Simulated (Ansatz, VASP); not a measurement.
HF: VASP beside Ansatz

```
F H
1.0
     5.46479    0.00000    0.00000
     0.00000    5.46479    0.00000
     0.00000    0.00000    5.46479
F H
6 6
Direct
  0.03693 0.09324 0.05213
  0.46164 0.69233 0.59414
  0.74967 0.22127 0.75703
  0.80966 0.98337 0.40051
  0.17757 0.34556 0.48747
  0.64664 0.52226 0.19615
  0.91751 0.15203 0.92164
  0.56700 0.67820 0.45466
  0.78373 0.13429 0.59587
  0.91470 0.03884 0.25418
  0.27868 0.47969 0.53851
  0.52310 0.48796 0.08074
```

Alike in both runs: functional PBEsol; k mesh 1 × 1 × 1; occupations fermi-dirac, width 0.02 eV; no spin polarisation.

Ansatz relaxed the structure, and its values are those at the end. VASP's run is a single point on that final structure, the one shown.

|  | VASP | Ansatz |
| --- | --- | --- |
| version | VASP 6.6.1 | Ansatz 0.2.0 |
| potentials or method | VASP PAW PBE potentials, release 64 (F, H), cutoff 520 eV | scalar-relativistic, plane waves, PAW |
| valence electrons in the cell | 48 | 48 |

|  | VASP | Ansatz | Ansatz less VASP |
| --- | --- | --- | --- |
| gap on the k mesh at the Fermi level (eV) | 6.67 | 6.70 | +0.030 |
| rms of the force components (eV/Å) | 0.120 | 0.051 | -0.0698 |

VASP's potentials were made for PBE, not for PBEsol. One of these differences is far larger than is usual between the two programs; its cause wasn't traced. Ansatz's warnings: xc potential rough in thin density.
